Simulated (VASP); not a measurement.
# Mg2Ge (Fm-3m) in VASP: elastic constants with LDA

Aim: the elastic constants of Mg2Ge with LDA.

All numbers are computed with VASP 6.6.1; they aren't measurements. Logs are shortened: lines on timing, memory, paths and dates and some standing lists are left out, and cuts for length are marked.

**1. The cell of the first run**

The structure is cubic, space group Fm-3m (No. 225). Conventional cell: a = 5.914 Å, b = 5.914 Å, c = 5.914 Å, α = 90.00°, β = 90.00°, γ = 90.00°. Within 3.4 Å of Mg (site symmetry -43m) lie 4 Ge at 2.56 Å and 6 Mg at 2.96 Å. Ge (site symmetry m-3m) has 8 Mg at 2.56 Å within 3.4 Å.

**2. Elastic constants, LDA**

INCAR reads:

```
SYSTEM = Mg2Ge
ALGO     = Normal         ! electronic algorithm
EDIFF    = 1E-8           ! SCF threshold, eV
ENCUT    = 600            ! plane-wave cutoff, eV
GGA_COMPAT= .FALSE.      
IBRION   = 6              ! ionic algorithm
ISIF     = 3              ! what is computed and relaxed
ISMEAR   = -1             ! smearing method
LASPH    = .TRUE.         ! aspherical terms in the spheres
LCHARG   = .FALSE.        ! write CHGCAR
LREAL    = .FALSE.        ! projectors in reciprocal space
LWAVE    = .FALSE.        ! write WAVECAR
NBANDS   = 16             ! bands
NELM     = 120            ! most SCF steps
NFREE    = 2            
NSW      = 1              ! ionic steps
POTIM    = 0.015          ! step
PREC     = Accurate       ! precision mode
SIGMA    = 0.1            ! smearing width, eV
```

KPOINTS reads:

```
k-points
0
G
  12 12 12
  0 0 0
```

POSCAR reads:

```
Mg2Ge
1.0
    0.0000000000      2.9572473275      2.9572473275
    2.9572473275      0.0000000000      2.9572473275
    2.9572473275      2.9572473275      0.0000000000
Mg Ge
2 1
Direct
    0.2500000000      0.2500000000      0.2500000000
    0.7500000000      0.7500000000      0.7500000000
    0.0000000000      0.0000000000      0.0000000000
```

Potentials or basis: VASP PAW LDA potentials, release 64 (Mg, Ge_d).

On the command line:

```bash
$ cat potpaw_LDA.64/Mg/POTCAR potpaw_LDA.64/Ge_d/POTCAR > POTCAR
$ mpirun -np 1 vasp_std > vasp.out
```

OUTCAR:

```text
SYSTEM = Mg2Ge
   EDIFF = 1E-8
   ENCUT = 600
   IBRION = 6
   ISIF = 3
   ISMEAR = -1
   LASPH = .TRUE.
   LREAL = .FALSE.
   NELM = 120
   NFREE = 2
   NSW = 1
   POTIM = 0.015
   PREC = Accurate

 ion  position               nearest neighbor table
   1  0.250  0.250  0.250-   3 2.56   3 2.56   3 2.56   3 2.56   2 2.96   2 2.96   2 2.96   2 2.96
                             2 2.96   2 2.96
   2  0.750  0.750  0.750-   3 2.56   3 2.56   3 2.56   3 2.56   1 2.96   1 2.96   1 2.96   1 2.96
                             1 2.96   1 2.96
   3  0.000  0.000  0.000-   1 2.56   2 2.56   2 2.56   2 2.56   2 2.56   1 2.56   1 2.56   1 2.56

  LATTYP: Found a face centered cubic cell.
 ALAT       =     5.9144946550

  Lattice vectors:

 A1 = (   0.0000000000,   2.9572473275,   2.9572473275)
 A2 = (   2.9572473275,   0.0000000000,   2.9572473275)
 A3 = (   2.9572473275,   2.9572473275,   0.0000000000)

Analysis of symmetry for initial positions (statically):
=====================================================================
 Subroutine PRICEL returns:
 Original cell was already a primitive cell.

 Routine SETGRP: Setting up the symmetry group for a
 face centered cubic supercell.

 Subroutine GETGRP returns: Found 48 space group operations
 (whereof 48 operations were pure point group operations)
 out of a pool of 48 trial point group operations.

The static configuration has the point symmetry O_h .

Analysis of symmetry for dynamics (positions and initial velocities):
=====================================================================
 Subroutine PRICEL returns:
 Original cell was already a primitive cell.

 Routine SETGRP: Setting up the symmetry group for a
 face centered cubic supercell.

 Subroutine GETGRP returns: Found 48 space group operations
 (whereof 48 operations were pure point group operations)
 out of a pool of 48 trial point group operations.

The dynamic configuration has the point symmetry O_h .

 Subroutine INISYM returns: Found 48 space group operations
 (whereof 48 operations are pure point group operations),
 and found     1 'primitive' translations

----------------------------------------------------------------------------------------

                                     Primitive cell

  volume of cell :      51.7241

  direct lattice vectors                    reciprocal lattice vectors
     0.000000000  2.957247328  2.957247328    -0.169076152  0.169076152  0.169076152
     2.957247328  0.000000000  2.957247328     0.169076152 -0.169076152  0.169076152
     2.957247328  2.957247328  0.000000000     0.169076152  0.169076152 -0.169076152

  length of vectors
     4.182179278  4.182179278  4.182179278     0.292848486  0.292848486  0.292848486

  position of ions in fractional coordinates (direct lattice)
     0.250000000  0.250000000  0.250000000
     0.750000000  0.750000000  0.750000000
     0.000000000  0.000000000  0.000000000

  ion indices of the primitive-cell ions
   primitive index   ion index
                 1           1
                 2           2
                 3           3

----------------------------------------------------------------------------------------

 KPOINTS: k-points

Automatic generation of k-mesh.
 Grid dimensions read from file:
 generate k-points for:   12   12   12

[... 110 lines left out ...]
  free energy    TOTEN  =        -9.50611480 eV

  energy without entropy =       -9.49978935  energy(sigma->0) =       -9.50295208

------------------------ aborting loop because EDIFF is reached ----------------------------------------

  FORCE on cell =-STRESS in cart. coord.  units (eV):
  Direction    XX          YY          ZZ          XY          YZ          ZX
  --------------------------------------------------------------------------------------
  -------------------------------------------------------------------------------------
  Total        4.6998810      4.6998810      4.6998810     -0.0000000     -0.0000000      0.0000000
  in kB      145.5809355    145.5809355    145.5809355     -0.0000000     -0.0000000      0.0000000
  external PRESSURE =     145.5809355 kB  Pullay stress =       0.0000000 kB
[... 92 lines left out ...]
  FREE ENERGIE OF THE ION-ELECTRON SYSTEM (eV)
  ---------------------------------------------------
  free  energy   TOTEN  =        -9.4285459729 eV

  energy  without entropy=       -9.4220230174  energy(sigma->0) =       -9.42528450

[... ionic steps 4 to 14 ...]

--------------------------------------- Ionic step       15  -------------------------------------------

 number of electron      17.9999999 magnetization

------------------------ aborting loop because EDIFF is reached ----------------------------------------
[... 69 lines left out ...]
--------------------------------------- Ionic step       17  -------------------------------------------

 number of electron      18.0000000 magnetization

 Free energy of the ion-electron system (eV)
  ---------------------------------------------------
  ext. energy  EPLUGINS =         0.00000000
  ---------------------------------------------------
  free energy    TOTEN  =        -9.50503881 eV

  energy without entropy =       -9.49871288  energy(sigma->0) =       -9.50187584

 E-fermi :   4.9202     XC(G=0): -10.2342

 val. band max:        4.8419558665   @ k =   0.0000   0.0000   0.0000
 cond. band min:       4.9619183377   @ k =   0.4167   0.4167   0.0000
 fundamental gap:      0.1199624712
 Fermi energy:         4.9201580852

 k-point     1 :       0.0000    0.0000    0.0000
  band No.  band energies     occupation
      1     -18.9353      2.00000
      2     -18.9353      2.00000
      3     -18.9353      2.00000
      4     -18.9032      2.00000
      5     -18.9032      2.00000
      6      -6.0014      2.00000
[... 433 lines left out ...]
      3     -18.9321      2.00000
      4     -18.9030      2.00000
      5     -18.9024      2.00000
      6      -4.1896      2.00000
[... 8 lines left out ...]
     15      12.6711      0.00000
     16      13.9447      0.00000

 [... further k-points ...]

------------------------ aborting loop because EDIFF is reached ----------------------------------------

  FORCE on cell =-STRESS in cart. coord.  units (eV):
  Direction    XX          YY          ZZ          XY          YZ          ZX
  --------------------------------------------------------------------------------------
  -------------------------------------------------------------------------------------
  Total        4.7016073      4.7050099      4.7050099      0.0000000     -0.0000000      0.0000000
  in kB      145.6344073    145.7398054    145.7398054      0.0000000     -0.0000000      0.0000000
  external PRESSURE =     145.7046727 kB  Pullay stress =       0.0000000 kB
[... 18 lines left out ...]
  FREE ENERGIE OF THE ION-ELECTRON SYSTEM (eV)
  ---------------------------------------------------
  free  energy   TOTEN  =        -9.5050388088 eV

  energy  without entropy=       -9.4987128762  energy(sigma->0) =       -9.50187584

 INTERNAL STRAIN TENSORS FROM STRAINED CELLS
 ============================================

 INTERNAL STRAIN TENSOR FOR ION    1 for displacements in x,y,z  (eV/Angst):
          X           Y           Z          XY          YZ          ZX
  --------------------------------------------------------------------------------
  x     0.00000     0.00000    -0.00000     0.00000    -5.55276     0.00000
  y    -0.00000     0.00000    -0.00000     0.00000     0.00000    -5.55296
  z     0.00000     0.00000    -0.00000    -5.55275     0.00000     0.00000

 INTERNAL STRAIN TENSORS FROM DISPLACED ATOMS
 ============================================

 INTERNAL STRAIN TENSOR FOR ION    1 for displacements in x,y,z  (eV/Angst):
          X           Y           Z          XY          YZ          ZX
  --------------------------------------------------------------------------------
  x     0.00000    -0.00000    -0.00000     0.00000    -5.56195     0.00000
  y    -0.00000     0.00000    -0.00000     0.00000     0.00000    -5.56195
  z    -0.00000    -0.00000     0.00000    -5.56195     0.00000     0.00000

 INTERNAL STRAIN TENSOR FOR ION    3 for displacements in x,y,z  (eV/Angst):
          X           Y           Z          XY          YZ          ZX
  --------------------------------------------------------------------------------
  x     0.00000     0.00000     0.00000     0.00000     0.00000     0.00000
  y     0.00000     0.00000     0.00000     0.00000     0.00000     0.00000
  z     0.00000     0.00000     0.00000     0.00000     0.00000     0.00000

 Eigenvectors and eigenvalues of the dynamical matrix
 ----------------------------------------------------

   1 f  =    9.867793 THz    62.001169 2PiTHz  329.154129 cm-1    40.809892 meV
             X         Y         Z           dx          dy          dz
      1.478624  1.478624  1.478624     0.049680   -0.041124   -0.704160
      4.435871  4.435871  4.435871    -0.049680    0.041124    0.704160
      0.000000  0.000000  0.000000     0.000000    0.000000    0.000000
[... 43 lines left out ...]
   9 f/i=    0.004137 THz     0.025992 2PiTHz    0.137985 cm-1     0.017108 meV
             X         Y         Z           dx          dy          dz
      1.478624  1.478624  1.478624     0.000000    0.074289    0.441314
      4.435871  4.435871  4.435871     0.000000    0.074289    0.441314
      0.000000  0.000000  0.000000     0.000000    0.128524    0.763497

--------------------------------------------------------------------------------------------------------

 ELASTIC MODULI CONTR FROM IONIC RELAXATION (kBar)
 Direction    XX          YY          ZZ          XY          YZ          ZX
 --------------------------------------------------------------------------------
 XX          -0.0000      0.0000      0.0000     -0.0000      0.0000     -0.0000
 YY           0.0000     -0.0000     -0.0000     -0.0000     -0.0000      0.0000
 ZZ           0.0000     -0.0000     -0.0000      0.0000     -0.0000     -0.0000
 XY          -0.0000     -0.0000      0.0000   -197.9103     -0.0000      0.0000
 YZ           0.0000     -0.0000     -0.0000     -0.0000   -197.9103      0.0000
 ZX          -0.0000      0.0000     -0.0000      0.0000      0.0000   -197.9103
 --------------------------------------------------------------------------------

 TOTAL ELASTIC MODULI (kBar)
 Direction    XX          YY          ZZ          XY          YZ          ZX
 --------------------------------------------------------------------------------
 XX        1762.1008    584.8234    584.8234     -0.0000     -0.0000      0.0000
 YY         584.8234   1762.1008    584.8234     -0.0000     -0.0000      0.0000
 ZZ         584.8234    584.8234   1762.1008     -0.0000     -0.0000      0.0000
 XY          -0.0000     -0.0000     -0.0000    654.5890     -0.0000      0.0000
 YZ          -0.0000     -0.0000     -0.0000     -0.0000    654.5890      0.0000
 ZX           0.0000      0.0000      0.0000      0.0000      0.0000    654.5890
 --------------------------------------------------------------------------------
```

Run time: 38 min. Hardware: 1 thread of Intel Xeon 6975P-C (Granite Rapids), shared host; peak memory 0.82 GiB.

Results:

```
Elastic constants C11, C12, C44 : 176, 58, 65 GPa
Voigt bulk modulus              : 98 GPa
Highest phonon frequency at Γ   : 329 cm⁻¹
```

Phonon frequencies in cm⁻¹ (negative: imaginary):
```
              q point                    frequencies
(0.000, 0.000, 0.000)  0 0 0 299 299 299 329 329 329
```

Elastic tensor in Voigt notation (GPa, in the Cartesian axes of the cell as first typed):
```
176  58  58   0   0   0
 58 176  58   0   0   0
 58  58 176   0   0   0
  0   0   0  65   0   0
  0   0   0   0  65   0
  0   0   0   0   0  65
```

Clamped-ion elastic tensor (GPa):
```
176  58  58   0   0   0
 58 176  58   0   0   0
 58  58 176   0   0   0
  0   0   0  85   0   0
  0   0   0   0  85   0
  0   0   0   0   0  85
```

Caveat: the cell is under stress, which shifts elastic constants.
